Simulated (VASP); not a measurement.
SiC: single point with PBE

SiC:

```xyz
4
Lattice="2.9681 0.0000 0.0000 -1.4840 2.5704 0.0000 0.0000 0.0000 4.8711" Properties=species:S:1:pos:R:3 pbc="T T T"
Si    0.0000    1.7136    0.0222
Si    1.4840    0.8568    2.4578
C     0.0000    1.7136    1.8531
C     1.4840    0.8568    4.2887
```

This cell differs from its parent crystal: strain -0.040 along x and y, -0.040 along z.

```yaml
Program: VASP 6.6.1
Task: single point
Functional: PBE
Potentials_or_basis: VASP PAW PBE potentials, release 64 (Si, C)
Cutoff: 520 eV
k_mesh: 12 × 12 × 6
Occupations: gaussian, width 0.05 eV
Spin: no spin polarisation
```

```
Pressure               : 33.1 GPa
Largest force          : 0.027 eV/Å
Band gap on the k mesh : 2.07 eV, indirect (least direct gap 4.18 eV)
```

Forces on the atoms (eV/Å):
```
Si   0.000  0.000  0.027
Si   0.000  0.000  0.027
C    0.000  0.000 -0.027
C    0.000  0.000 -0.027
```

Stress tensor (GPa, compression positive):
```
33.39  0.00  0.00
 0.00 33.39  0.00
 0.00  0.00 32.47
```

Levels at points of the mesh, in eV from the valence-band top:
```csv
k point,band 4,band 5,band 6,band 7,band 8,band 9,band 10,band 11,band 12,band 13
"(0.00, 0.00, 0.00)",-1.36,-1.36,-0.11,0.00,0.00,5.74,7.32,7.33,7.33,8.73
"(0.50, 0.00, 0.00)",-6.56,-5.81,-3.59,-3.54,-1.22,2.96,4.33,7.56,7.71,10.88
"(0.00, 0.00, 0.50)",-4.65,-0.73,-0.73,-0.73,-0.73,6.83,6.83,7.95,7.95,7.95
"(0.50, 0.00, 0.50)",-8.78,-2.59,-2.59,-2.44,-2.44,3.50,3.50,5.74,5.74,11.15
```

Wall time 29 s on 1 thread of Intel Xeon 6975P-C, with other jobs on the host, peak memory 0.17 GiB.

Caveat: the cell differs from its parent crystal (strain -0.040 along x and y, -0.040 along z). A k mesh can miss the band edges.
